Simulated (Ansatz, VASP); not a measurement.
CdF2: VASP beside Ansatz

File POSCAR:

```
CdF2
1.0
    2.6649725482      2.6649725482      0.0000000000
   -2.6649725482      2.6649725482      0.0000000000
    0.0000000000      2.6649725482      2.6649725482
Cd F
1 2
Direct
    0.0000000000      0.0000000000      0.0000000000
    0.2500000000      0.7500000000      0.5000000000
    0.7500000000      0.2500000000      0.5000000000
```

File INCAR.step1:

```
SYSTEM = CdF2
PREC     = Accurate       ! precision mode
ENCUT    = 520            ! plane-wave cutoff, eV
ISMEAR   = 0              ! smearing method
SIGMA    = 0.01           ! smearing width, eV
LREAL    = .False.        ! projectors in reciprocal space
LASPH    = .True.         ! aspherical terms in the spheres
NELM     = 60             ! most SCF steps
NBANDS   = 20             ! bands
GGA      = PE             ! functional
ALGO     = Normal         ! electronic algorithm
EDIFF    = 1E-4           ! SCF threshold, eV
LWAVE    = .True.         ! write WAVECAR
LCHARG   = .False.        ! write CHGCAR
```

Contents of INCAR.step2:

```
SYSTEM = CdF2
PREC     = Accurate       ! precision mode
ENCUT    = 520            ! plane-wave cutoff, eV
EDIFF    = 1E-7           ! SCF threshold, eV
ISMEAR   = 0              ! smearing method
SIGMA    = 0.01           ! smearing width, eV
LREAL    = .False.        ! projectors in reciprocal space
LASPH    = .True.         ! aspherical terms in the spheres
NELM     = 60             ! most SCF steps
ALGO     = Normal         ! electronic algorithm
ISIF     = 2              ! what is computed and relaxed
LWAVE    = .False.        ! write WAVECAR
LCHARG   = .False.        ! write CHGCAR
METAGGA  = R2SCAN         ! meta-GGA
LMIXTAU  = .True.       
NBANDS   = 20             ! bands
ISTART   = 1
```

File KPOINTS:

```
regular mesh
0
Gamma
  8 8 8
  0 0 0
```

Input for Ansatz:

```yaml
crystal:
  lattice:
    - [2.66497254824, 2.66497254824, 0.0]
    - [-2.66497254824, 2.66497254824, 0.0]
    - [0.0, 2.66497254824, 2.66497254824]
  atoms:
    - { symbol: Cd, position: [0.0, 0.0, 0.0] }
    - { symbol: F, position: [0.25, 0.75, 0.5] }
    - { symbol: F, position: [0.75, 0.25, 0.5] }
kpoints:
  mp_grid: { grid: [8, 8, 8] }
scf:
  occupations: { method: fixed }
  convergence: { dr2_threshold: 1.0e-10 }
hamiltonian:
  xc: r2scan
  pseudopotentials: { kind: paw }
output:
  forces: true
  stress: true
  eigenstates:
    kpoints:
      - [0.0, 0.0, 0.0]
      - [-0.75, 0.25, -0.25]
      - [-0.75, -0.25, -0.5]
      - [-0.5, -0.5, -0.75]
      - [-0.5, -0.5, -0.5]
      - [-0.5, 0.5, 0.0]
      - [0.0, 0.0, -0.5]
      - [0.0, -0.5, -0.5]
      - [0.0, 0.5, 0.0]
      - [-0.5, 0.0, 0.0]
      - [-0.5, 0.0, -0.5]
  eigenvalues: true
```

Alike in both runs: task single point; functional r2SCAN; k mesh 8 × 8 × 8; no spin polarisation.

|  | VASP | Ansatz |
| --- | --- | --- |
| version | VASP 6.6.1 | Ansatz 0.2.0 |
| potentials or method | VASP PAW PBE potentials, release 64 (Cd, F) | PAW with Ansatz's default frozen-core files, scalar-relativistic |
| plane-wave cutoff (eV) | 520 | 500 |
| occupations | gaussian, width 0.01 eV | fixed |
| valence electrons in the cell | 26 | 34 |

```csv
,VASP,Ansatz,Ansatz less VASP
gap on the k mesh at the Fermi level (eV),3.87,3.91,+0.046
pressure (GPa),5.2,4.0,-1.20
```

VASP's potentials were made for PBE, not for r2SCAN. VASP's potentials hold 26 valence electrons a cell and Ansatz's 34, so a difference there can come from the potentials and not from the codes.
